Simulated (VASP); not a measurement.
# Te (P3_121) in VASP: notebook

The runs below take Te through single point, with PBEsol.

Program: VASP 6.6.1. These are calculated values, not measurements. Logs are shortened: lines on timing, memory, paths and dates and some standing lists are left out, and cuts for length are marked.

## 1. The cell of the first run

Symmetry: P3_121, No. 152, trigonal system. The conventional cell has a = 4.454 Å, b = 4.454 Å, c = 5.924 Å, α = 90.00°, β = 90.00°, γ = 120.00°. Te (site symmetry 2) has 6 Te at 2.86 to 3.47 Å within 3.8 Å.

## 2. Single point, PBEsol

File INCAR:

```
ALGO     = Normal         # electronic algorithm
EDIFF    = 1E-6           # SCF threshold, eV
ENCUT    = 520            # plane-wave cutoff, eV
GGA      = PS             # functional
ISIF     = 2              # what is computed and relaxed
ISMEAR   = 0              # smearing method
LASPH    = True           # aspherical terms in the spheres
LCHARG   = True           # write CHGCAR
LELF     = True           # ELF
LREAL    = False          # projectors in reciprocal space
LVHAR    = True         
LWAVE    = False          # write WAVECAR
NBANDS   = 16             # bands
NELM     = 100            # most SCF steps
PREC     = Accurate       # precision mode
SIGMA    = 0.01           # smearing width, eV
```

File KPOINTS:

```
k-points
0
Gamma
  6 6 4
```

File POSCAR:

```
Te
1.0
    4.4540000000      0.0000000000      0.0000000000
   -2.2270000000      3.8572771485      0.0000000000
    0.0000000000      0.0000000000      5.9240000000
Te
3
Direct
    0.7310000000      0.7310000000      0.0000000000
    0.0000000000      0.2690000000      0.6666666667
    0.2690000000      0.0000000000      0.3333333333
```

Potentials or basis: VASP PAW PBE potentials, release 64 (Te).

Started as:

```
$ cat potpaw_PBE.64/Te/POTCAR > POTCAR
$ mpirun -np 1 vasp_std > vasp.out
```

OUTCAR:

```text
EDIFF = 1E-6
   ENCUT = 520
   GGA = PS
   ISIF = 2
   ISMEAR = 0
   LASPH = True
   LREAL = False
   NELM = 100
   PREC = Accurate

 ion  position               nearest neighbor table
   1  0.731  0.731  0.000-   3 2.86   2 2.86   3 3.47   2 3.47   2 3.47   3 3.47
   2  0.000  0.269  0.667-   1 2.86   3 2.86   1 3.47   1 3.47   3 3.47   3 3.47
   3  0.269  0.000  0.333-   1 2.86   2 2.86   1 3.47   1 3.47   2 3.47   2 3.47

  LATTYP: Found a hexagonal cell.
 ALAT       =     4.4540000000
 C/A-ratio  =     1.3300404131

  Lattice vectors:

 A1 = (   4.4540000000,   0.0000000000,   0.0000000000)
 A2 = (  -2.2270000000,   3.8572771485,   0.0000000000)
 A3 = (   0.0000000000,   0.0000000000,   5.9240000000)

Analysis of symmetry for initial positions (statically):
=====================================================================
 Subroutine PRICEL returns:
 Original cell was already a primitive cell.

 Routine SETGRP: Setting up the symmetry group for a
 hexagonal supercell.

 Subroutine GETGRP returns: Found  6 space group operations
 (whereof  2 operations were pure point group operations)
 out of a pool of 24 trial point group operations.

The static configuration has the point symmetry C_2 .
 The point group associated with its full space group is D_3 .

Analysis of symmetry for dynamics (positions and initial velocities):
=====================================================================
 Subroutine PRICEL returns:
 Original cell was already a primitive cell.

 Routine SETGRP: Setting up the symmetry group for a
 hexagonal supercell.

 Subroutine GETGRP returns: Found  6 space group operations
 (whereof  2 operations were pure point group operations)
 out of a pool of 24 trial point group operations.

The dynamic configuration has the point symmetry C_2 .
 The point group associated with its full space group is D_3 .

 Subroutine INISYM returns: Found  6 space group operations
 (whereof  2 operations are pure point group operations),
 and found     1 'primitive' translations

----------------------------------------------------------------------------------------

                                     Primitive cell

  volume of cell :     101.7762

  direct lattice vectors                    reciprocal lattice vectors
     4.454000000  0.000000000  0.000000000     0.224517288  0.129625117  0.000000000
    -2.227000000  3.857277149  0.000000000     0.000000000  0.259250233  0.000000000
     0.000000000  0.000000000  5.924000000     0.000000000  0.000000000  0.168804862

  length of vectors
     4.454000000  4.454000000  5.924000000     0.259250233  0.259250233  0.168804862

  position of ions in fractional coordinates (direct lattice)
     0.731000000  0.731000000  0.000000000
     0.000000000  0.269000000  0.666666667
     0.269000000  0.000000000  0.333333333

  ion indices of the primitive-cell ions
   primitive index   ion index
                 1           1
                 2           2
                 3           3

----------------------------------------------------------------------------------------

 KPOINTS: k-points

Automatic generation of k-mesh.
 Grid dimensions read from file:
 generate k-points for:    6    6    4

 Generating k-lattice:

  Cartesian coordinates                     Fractional coordinates (reciprocal lattice)
     0.037419548  0.021604186  0.000000000     0.166666667  0.000000000  0.000000000
     0.000000000  0.043208372  0.000000000     0.000000000  0.166666667  0.000000000
     0.000000000  0.000000000  0.042201215     0.000000000  0.000000000  0.250000000

  Length of vectors
     0.043208372  0.043208372  0.042201215

  Shift w.r.t. Gamma in fractional coordinates (k-lattice)
     0.000000000  0.000000000  0.000000000

 Subroutine IBZKPT returns following result:
 ===========================================

 Found     24 irreducible k-points:

 Following reciprocal coordinates:
            Coordinates               Weight
  0.000000  0.000000  0.000000      1.000000
  0.166667  0.000000  0.000000      6.000000
  0.333333  0.000000  0.000000      6.000000
  0.500000  0.000000  0.000000      3.000000
  0.166667  0.166667  0.000000      6.000000
  0.333333  0.166667  0.000000     12.000000
[... 16 lines left out ...]
  0.333333  0.166667  0.500000     12.000000
  0.333333  0.333333  0.500000      2.000000
   k-points           NKPTS =     24   k-points in BZ     NKDIM =     24   number of bands    NBANDS=     16
   number of dos      NEDOS =    301   number of ions     NIONS =      3
   total plane-waves  NPLWV =  62208
   dimension x,y,z NGX =    36 NGY =   36 NGZ =   48
   dimension x,y,z NGXF=    72 NGYF=   72 NGZF=   96
   ions per type =               3
   NGX,Y,Z   is equivalent  to a cutoff of  13.44, 13.44, 13.47 a.u.
   NGXF,Y,Z  is equivalent  to a cutoff of  26.87, 26.87, 26.94 a.u.
 SYSTEM =  unknown system
   PREC   = accura    normal or accurate (medium, high low for compatibility)
   ISTART =      0    job   : 0-new  1-cont  2-samecut
   ICHARG =      2    charge: 1-file 2-atom 10-const
   ISPIN  =      1    spin polarized calculation?
   LNONCOLLINEAR =      F non collinear calculations
   LSORBIT =      F    spin-orbit coupling
   LASPH  =      T    aspherical Exc in radial PAW
   ENCUT  =  520.0 eV  38.22 Ry    6.18 a.u.   8.28  8.28 11.01*2*pi/ulx,y,z
   NELM   =    100;   NELMIN=  2; NELMDL= -5     # of ELM steps
   EDIFF  = 0.1E-05   stopping-criterion for ELM
   LREAL  =      F    real-space projection
   EDIFFG = 0.1E-04   stopping-criterion for IOM
   NSW    =      0    number of steps for IOM
   IBRION =     -1    ionic relax: 0-MD 1-quasi-New 2-CG
   NFREE  =      0    steps in history (QN), initial steepest desc. (CG)
   ISIF   =      2    stress and relaxation
   ISYM   =      2    0-nonsym 1-usesym 2-fastsym
   POTIM  = 0.5000    time-step for ionic-motion
   TEBEG  =    0.0;   TEEND  =   0.0 temperature during run
   PSTRESS=    0.0 pullay stress
   NELECT =      18.0000    total number of electrons
   NUPDOWN=      -1.0000    fix difference up-down
   EMIN   =  10.00;   EMAX   =-10.00  energy-range for DOS
   EFERMI =   0.00;   METHOD = LEGACY
   ISMEAR =     0;   SIGMA  =   0.01  broadening in eV -4-tet -1-fermi 0-gaus
   EFERMI_NEDOS =   21; number of points for ismear=-14 and -15
   IALGO  =     38    algorithm
   IMIX   =      4    mixing-type and parameters
     AMIX     =   0.40;   BMIX     =  1.00
     AMIX_MAG =   1.60;   BMIX_MAG =  1.00
  volume/ion in A,a.u.               =      33.93       228.94
  Fermi-wavevector in a.u.,A,eV,Ry     =   0.918933  1.736531 11.489263  0.844437
  Thomas-Fermi vector in A             =   2.044070
   LORBIT       =      0    0 simple, 1 ext, 2 COOP (PROOUT), +10 PAW based schemes
   GGA     = PS    functional components
   LHFCALC =     F    Hartree Fock is set to
   AEXX    =    0.0000 exact exchange contribution
   IVDW    =     0    specifies the selected vdW correction
   LEPSILON=     F    determine dielectric tensor
   LRPA    =     F    only Hartree local field effects (RPA)
 non-spin polarized calculation
 Gauss-broadening in eV      SIGMA  =   0.01
  energy-cutoff  :      520.00
  volume of cell :      101.78
 maximum number of plane-waves:      2764
 NGX is ok and might be reduce to    36
   NGX = 17   NGY = 17   NGZ = 23

 number of electron      17.9999999 magnetization

 Free energy of the ion-electron system (eV)
  ---------------------------------------------------
  ext. energy  EPLUGINS =         0.00000000
  ---------------------------------------------------
  free energy    TOTEN  =       -10.54113062 eV

  energy without entropy =      -10.54113062  energy(sigma->0) =      -10.54113062

 E-fermi :   5.8948     XC(G=0):  -9.2283

 val. band max:        5.8269536460   @ k =   0.3333   0.3333   0.5000
 cond. band min:       5.9571573585   @ k =   0.3333   0.3333   0.5000
 fundamental gap:      0.1302037125
 Fermi energy:         5.8947654741

 k-point     1 :       0.0000    0.0000    0.0000
  band No.  band energies     occupation
      1      -7.8180      2.00000
      2      -4.5113      2.00000
      3      -4.5113      2.00000
      4       2.7557      2.00000
      5       3.0664      2.00000
      6       3.0664      2.00000
[... 8 lines left out ...]
     15      11.6535      0.00000
     16      12.0535      0.00000

 k-point     2 :       0.1667    0.0000    0.0000
  band No.  band energies     occupation
      1      -7.6317      2.00000
      2      -4.5768      2.00000
      3      -4.4606      2.00000
      4       1.6891      2.00000
      5       2.3393      2.00000
      6       2.7014      2.00000
[... 8 lines left out ...]
     15      11.8851      0.00000
     16      12.3371      0.00000

 k-point     3 :       0.3333    0.0000    0.0000
  band No.  band energies     occupation
      1      -7.1423      2.00000
      2      -4.9056      2.00000
      3      -4.3447      2.00000
      4       0.9602      2.00000
      5       1.6060      2.00000
      6       2.2076      2.00000
[... 8 lines left out ...]
     15      12.8138      0.00000
     16      13.6566      0.00000

 k-point     4 :       0.5000    0.0000    0.0000
  band No.  band energies     occupation
      1      -6.7604      2.00000
      2      -5.2553      2.00000
      3      -4.2797      2.00000
      4       0.9555      2.00000
      5       1.3899      2.00000
      6       2.2176      2.00000
[... 8 lines left out ...]
     15      14.3878      0.00000
     16      14.7043      0.00000
[... 324 lines left out ...]
 k-point    22 :       0.1667    0.1667    0.5000
  band No.  band energies     occupation
      1      -6.5429      2.00000
      2      -6.4453      2.00000
      3      -3.3988      2.00000
      4       1.2151      2.00000
      5       1.9389      2.00000
      6       2.1034      2.00000
[... 8 lines left out ...]
     15      12.3042      0.00000
     16      12.5408      0.00000

 k-point    23 :       0.3333    0.1667    0.5000
  band No.  band energies     occupation
      1      -6.2435      2.00000
      2      -6.0140      2.00000
      3      -4.0924      2.00000
      4       0.4099      2.00000
      5       1.3562      2.00000
      6       1.5355      2.00000
[... 8 lines left out ...]
     15      12.5111      0.00000
     16      13.2335      0.00000

 k-point    24 :       0.3333    0.3333    0.5000
  band No.  band energies     occupation
      1      -5.9893      2.00000
      2      -5.9893      2.00000
      3      -4.2914      2.00000
      4       0.6250      2.00000
      5       0.7804      2.00000
      6       0.7804      2.00000
[... 8 lines left out ...]
     15      12.1988      0.00000
     16      12.7920      0.00000

------------------------ aborting loop because EDIFF is reached ----------------------------------------

  FORCE on cell =-STRESS in cart. coord.  units (eV):
  Direction    XX          YY          ZZ          XY          YZ          ZX
  --------------------------------------------------------------------------------------
  -------------------------------------------------------------------------------------
  Total       -0.5901389     -0.5901389     -0.4403296      0.0000000     -0.0000000      0.0000000
  in kB       -9.2900644     -9.2900644     -6.9317416      0.0000000     -0.0000000      0.0000000
  external PRESSURE =      -8.5039568 kB  Pullay stress =       0.0000000 kB

 VOLUME and BASIS-vectors are now :
 -----------------------------------------------------------------------------
  energy-cutoff  :      520.00
  volume of cell :      101.78
      direct lattice vectors                 reciprocal lattice vectors
     4.454000000  0.000000000  0.000000000     0.224517288  0.129625117  0.000000000
    -2.227000000  3.857277149  0.000000000     0.000000000  0.259250233  0.000000000
     0.000000000  0.000000000  5.924000000     0.000000000  0.000000000  0.168804862

 POSITION                                       TOTAL-FORCE (eV/Angst)
 -----------------------------------------------------------------------------------
      1.62794      2.81967      0.00000        -0.058773     -0.101797      0.000000
     -0.59906      1.03761      3.94933        -0.058773      0.101797     -0.000000
      1.19813      0.00000      1.97467         0.117545      0.000000      0.000000
 -----------------------------------------------------------------------------------
    total drift:                               -0.000000     -0.000000      0.000000

  FREE ENERGIE OF THE ION-ELECTRON SYSTEM (eV)
  ---------------------------------------------------
  free  energy   TOTEN  =       -10.5411306170 eV

  energy  without entropy=      -10.5411306170  energy(sigma->0) =      -10.54113062
```

Wall time 25 s (1 thread of Intel Xeon 6975P-C (Granite Rapids), shared host); peak memory 0.22 GiB.

What came out:

```
Free energy            : -10.5411 eV
Pressure               : -0.9 GPa
Largest force          : 0.118 eV/Å
Band gap on the k mesh : 0.13 eV
```

Forces on the atoms (eV/Å):
```
Te  -0.059 -0.102  0.000
Te  -0.059  0.102  0.000
Te   0.118  0.000  0.000
```

Levels at points of the mesh, in eV from the valence-band top:
| k point | band 6 | band 7 | band 8 | band 9 | band 10 | band 11 | band 12 | band 13 |
| --- | --- | --- | --- | --- | --- | --- | --- | --- |
| (0.00, 0.00, 0.00) | -2.76 | -1.69 | -1.69 | -0.85 | 0.99 | 0.99 | 1.58 | 4.88 |
| (0.50, 0.00, 0.00) | -3.61 | -3.55 | -1.04 | -0.82 | 0.81 | 0.87 | 2.83 | 3.72 |
| (0.00, 0.00, 0.50) | -2.67 | -1.33 | -1.04 | -1.04 | 0.44 | 0.44 | 0.45 | 3.93 |
| (0.50, 0.00, 0.50) | -3.66 | -2.48 | -2.14 | -0.21 | 0.71 | 1.94 | 2.54 | 4.45 |

Caveat: semilocal functionals underestimate gaps, and a narrow one can read as zero; the PAW data sets were made with another functional, which shifts forces and pressure a little; spin-orbit coupling is left out, which moves the levels of the heavy elements. A k mesh can miss the band edges.

## 3. Single point, PBEsol

File INCAR:

```
PREC     = Accurate       # precision mode
ENCUT    = 520            # plane-wave cutoff, eV
EDIFF    = 1E-6           # SCF threshold, eV
ISMEAR   = 0              # smearing method
SIGMA    = 0.005          # smearing width, eV
LREAL    = F              # projectors in reciprocal space
LASPH    = T              # aspherical terms in the spheres
NELM     = 80             # most SCF steps
ALGO     = Normal         # electronic algorithm
ISIF     = 2              # what is computed and relaxed
LWAVE    = F              # write WAVECAR
LCHARG   = F              # write CHGCAR
GGA      = PS             # functional
NBANDS   = 16             # bands
```

File KPOINTS:

```
regular mesh
0
Gamma
  6 6 4
```

POSCAR is that of step 2.

Potentials or basis: VASP PAW PBE potentials, release 64 (Te).

Started as:

```
$ cat potpaw_PBE.64/Te/POTCAR > POTCAR
$ mpirun -np 1 vasp_std > vasp.out
```

It took 20 s on 1 thread of Intel Xeon 6975P-C (Granite Rapids), shared host; peak memory 0.23 GiB.

It converged, with:

* Free energy: -10.5411 eV
* Pressure: -0.9 GPa
* Largest force: 0.118 eV/Å
* Band gap on the k mesh: 0.13 eV

Forces in eV/Å, atoms in the order of the input:
```
Te  -0.059 -0.102  0.000
Te  -0.059  0.102  0.000
Te   0.118  0.000  0.000
```

Stress tensor (GPa, compression positive):
```
-0.93  0.00  0.00
 0.00 -0.93  0.00
 0.00  0.00 -0.69
```

Levels at points of the mesh, in eV from the valence-band top:
```csv
k point,band 5,band 6,band 7,band 8,band 9,band 10,band 11,band 12,band 13,band 14
"(0.00, 0.00, 0.00)",-2.76,-2.76,-1.69,-1.69,-0.85,0.99,0.99,1.58,4.88,4.88
"(0.50, 0.00, 0.00)",-4.44,-3.61,-3.55,-1.04,-0.82,0.81,0.87,2.83,3.72,7.24
"(0.00, 0.00, 0.50)",-2.67,-2.67,-1.33,-1.04,-1.04,0.44,0.44,0.45,3.93,5.17
"(0.50, 0.00, 0.50)",-3.68,-3.66,-2.48,-2.14,-0.21,0.71,1.94,2.54,4.45,5.16
```

Caveat: semilocal functionals underestimate gaps, and a narrow one can read as zero; the PAW data sets were made with another functional, which shifts forces and pressure a little; spin-orbit coupling is left out, which moves the levels of the heavy elements. A k mesh can miss the band edges.
